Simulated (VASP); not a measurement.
A run of VASP 6.6.1 is set up as follows.

INCAR

```
  PREC = Accurate
  ENCUT = 500
  EDIFF = 1E-6
  ISMEAR = -1
  SIGMA = 0.05
  LREAL = False
  LASPH = True
  NELM = 120
  ALGO = Normal
  ISIF = 2
  LWAVE = False
  LCHARG = True
  GGA = CA
  LELF = True
  LVHAR = True
  NBANDS = 11
  GGA_COMPAT = False
```

KPOINTS

```
regular mesh
0
Gamma
  6 6 6
```

The input POSCAR:

```
Sr
1.0
    2.2809724413      2.2809724413      2.2809724413
   -2.2809724413      2.2809724413      2.2809724413
   -2.2809724413     -2.2809724413      2.2809724413
Sr
1
Direct
    0.0000000000      0.0000000000      0.0000000000
```

Potentials or basis: VASP PAW LDA potentials, release 64 (Sr_sv).

The run is started by

```bash
$ cat potpaw_LDA.64/Sr_sv/POTCAR > POTCAR
$ mpirun -np 1 vasp_std > vasp.out
```

(1) Predict the band gap on the k mesh.

(2) Predict the pressure.

## Answers

(1) zero (band 5 reaches 2.10 eV, above the bottom of band 6 at 1.58 eV).

(2) 0.0 GPa.
